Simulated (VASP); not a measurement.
## Be3CdS2: relaxation of cell and atoms with PBE

The system is Be3CdS2.

```xyz
6
Lattice="2.6646 -5.3494 0.0000 2.6646 5.3494 0.0000 0.0000 0.0000 3.2790" Properties=species:S:1:pos:R:3 pbc="T T T"
Be    2.6646    3.4457    1.6395
Be    2.6646   -3.4457    1.6395
Be    2.6646    0.0000    0.0000
Cd    0.0000    0.0000    0.0000
S     2.6646   -1.4474    1.6395
S     2.6646    1.4474    1.6395
```

The cell was generated, and may not be a known phase.

| Property | Result |
| --- | --- |
| Program | VASP 6.6.1 |
| Task | relaxation of cell and atoms |
| Functional | PBE |
| Potentials or basis | VASP PAW PBE potentials, release 64 (Be, Cd, S) |
| Cutoff | 600 eV |
| k mesh | 8 × 8 × 12 |
| Occupations | gaussian, width 0.1 eV |
| Spin | no spin polarisation |
| Dipole correction | no |
| Further INCAR settings | ALGO = Normal; EDIFF = 1e-07; IBRION = 2; EDIFFG = -0.01; NSW = 100; ISIF = 3 |

| Property | Result |
| --- | --- |
| Relaxed volume | 16.03 Å³/atom |
| Relaxed cell | a = 6.054 Å, b = 6.054 Å, c = 3.216 Å, α = 90.00°, β = 90.00°, γ = 125.30° |
| Space group after relaxing (to 0.1 Å) | Cmmm (No. 65) |
| Energy gained by relaxing | 2.7 meV/atom |
| Ionic steps | 14 |
| Pressure after relaxing | 0.0 GPa |
| Largest force after relaxing | 0.010 eV/Å |
| Band gap on the k mesh | zero (bands 15 and 16 overlap by 1.06 eV) |

Forces on the atoms (eV/Å):
```
Be   0.000  0.010  0.000
Be   0.000 -0.010  0.000
Be   0.000  0.000  0.000
Cd   0.000  0.000  0.000
S    0.000 -0.002  0.000
S    0.000  0.002  0.000
```

Step by step:
| step | energy change (eV) | largest force (eV/Å) | pressure (GPa) | volume (Å³) |
| --- | --- | --- | --- | --- |
| 1 | 0.0000 | 0.0584 | 0.09 | 93.48 |
| 2 | -0.0047 | 0.0423 | 0.07 | 93.60 |
| 3 | -0.0073 | 0.0761 | 0.05 | 93.77 |
| 4 | -0.0106 | 0.0615 | 0.35 | 93.93 |
| 5 | -0.0118 | 0.0596 | 0.66 | 94.09 |
| 6 | -0.0140 | 0.0184 | 0.39 | 94.73 |
| 7 | -0.0149 | 0.1026 | -0.33 | 96.68 |
| 8 | -0.0155 | 0.0565 | -0.07 | 95.92 |
| 9 | -0.0158 | 0.0158 | -0.06 | 96.15 |
| 10 | -0.0158 | 0.0143 | -0.05 | 96.22 |
| 11 | -0.0158 | 0.0159 | -0.05 | 96.23 |
| 12 | -0.0159 | 0.0120 | 0.01 | 96.20 |
| 13 | -0.0159 | 0.0102 | 0.03 | 96.18 |
| 14 | -0.0159 | 0.0098 | 0.04 | 96.18 |

Final structure:
```yaml
crystal:
  lattice:
    - [2.78133, -5.37690, 0.00000]
    - [2.78133, 5.37690, 0.00000]
    - [0.00000, 0.00000, 3.21552]
  atoms:
    - { symbol: Be, position: [0.18031, 0.81969, 0.50000] }
    - { symbol: Be, position: [0.81969, 0.18031, 0.50000] }
    - { symbol: Be, position: [0.50000, 0.50000, 0.00000] }
    - { symbol: Cd, position: [0.00000, 0.00000, 0.00000] }
    - { symbol: S, position: [0.63493, 0.36507, 0.50000] }
    - { symbol: S, position: [0.36507, 0.63493, 0.50000] }
```

Levels at points of the mesh, in eV from the Fermi level:
| k point | band 11 | band 12 | band 13 | band 14 | band 15 | band 16 | band 17 | band 18 | band 19 |
| --- | --- | --- | --- | --- | --- | --- | --- | --- | --- |
| (0.00, 0.00, 0.00) | -4.44 | -4.13 | -2.37 | -1.16 | -0.54 | 2.67 | 4.14 | 4.66 | 4.81 |
| (0.50, 0.00, 0.00) | -3.90 | -2.21 | -1.63 | -0.72 | 0.08 | 0.99 | 2.09 | 3.89 | 4.26 |
| (0.50, 0.50, 0.00) | -4.32 | -2.48 | -2.16 | -1.65 | -0.90 | 0.69 | 2.80 | 4.98 | 5.15 |
| (0.00, 0.00, 0.50) | -3.62 | -2.59 | -2.56 | -1.99 | -1.01 | 0.01 | 0.33 | 0.96 | 2.69 |
| (0.50, 0.00, 0.50) | -4.57 | -2.74 | -2.63 | -2.55 | -0.87 | 0.04 | 2.86 | 3.03 | 3.38 |
| (0.50, 0.50, 0.50) | -3.98 | -3.23 | -1.90 | -1.86 | -1.80 | 0.07 | 0.12 | 2.50 | 4.28 |

Run time: 60 min on 1 thread of Oxide Virtual Turin-like Processor, with other jobs on the host, peak memory 0.48 GiB.
